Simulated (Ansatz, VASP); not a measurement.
One calculation of Sb, two programs

The input POSCAR:

```
Sb
1.0
    3.5711401903      0.0000000000      0.0000000000
   -1.7855700952      2.7425813563      0.0000000000
    0.0000000000      0.0000000000      5.3300000000
Sb
2
Direct
    0.3333333333      0.6666666667      0.2500000000
    0.6666666667      0.3333333333      0.7500000000
```

Contents of INCAR.step1:

```
ALGO     = Normal         # electronic algorithm
EDIFF    = 1E-4           # SCF threshold, eV
ENCUT    = 520            # plane-wave cutoff, eV
GGA      = PE             # functional
ISMEAR   = 0              # smearing method
LASPH    = True           # aspherical terms in the spheres
LCHARG   = False          # write CHGCAR
LREAL    = False          # projectors in reciprocal space
LWAVE    = True           # write WAVECAR
NBANDS   = 12             # bands
NELM     = 60             # most SCF steps
PREC     = Accurate       # precision mode
SIGMA    = 0.15           # smearing width, eV
```

File INCAR.step2:

```
ALGO     = Normal         # electronic algorithm
EDIFF    = 1E-6           # SCF threshold, eV
ENCUT    = 520            # plane-wave cutoff, eV
ISIF     = 2              # what is computed and relaxed
ISMEAR   = 0              # smearing method
ISTART   = 1            
LASPH    = True           # aspherical terms in the spheres
LCHARG   = False          # write CHGCAR
LMIXTAU  = True         
LREAL    = False          # projectors in reciprocal space
LWAVE    = False          # write WAVECAR
METAGGA  = R2SCAN         # meta-GGA
NBANDS   = 12             # bands
NELM     = 60             # most SCF steps
PREC     = Accurate       # precision mode
SIGMA    = 0.15           # smearing width, eV
```

File KPOINTS:

```
k-points
0
Gamma
  18 18 10
```

Input for Ansatz:

```yaml
crystal:
  lattice:
    - [3.5711401903, 0.0, 0.0]
    - [-1.7855700952, 2.7425813563, 0.0]
    - [0.0, 0.0, 5.33]
  atoms:
    - { symbol: Sb, position: [0.3333333333, 0.6666666667, 0.25] }
    - { symbol: Sb, position: [0.6666666667, 0.3333333333, 0.75] }
basis:
  ecutwfc: 500
kpoints:
  mp_grid: { grid: [18, 18, 10] }
hamiltonian:
  xc: r2scan
scf:
  occupations: { method: gaussian, width: 0.15 }
output:
  forces: true
  stress: true
  eigenvalues: true
```

Change from the starting cell: strain +0.0600 x Voigt [1, -1, 0, 0, 0, 0], atoms carried along.

Alike in both runs: task single point; functional r2SCAN; k mesh 18 × 18 × 10; occupations gaussian, width 0.15 eV; no spin polarisation.

```csv
,VASP,Ansatz
version,VASP 6.6.1,Ansatz 0.2.0
potentials or method,"VASP PAW PBE potentials, release 64 (Sb), cutoff 520 eV","scalar-relativistic, plane waves, PAW"
valence electrons in the cell,10,30
```

```csv
,VASP,Ansatz,Ansatz less VASP
gap on the k mesh at the Fermi level (eV),none,none,-
pressure (GPa),2.9,2.9,+0.08
"traceless stress, the component that is largest in VASP (GPa)",-1.32,-1.34,-0.023
rms of the force components (eV/Å),0.033,0.033,-0.0003
```

VASP's potentials were made for PBE, not for r2SCAN. Atom by atom the forces differ by 0.000 eV/Å (rms over components). A gap of «none» marks a metal or a gap that the smearing closes. VASP's potentials hold 10 valence electrons a cell and Ansatz's 30, so a difference there can come from the potentials and not from the codes.

Neither program's run includes spin-orbit coupling.
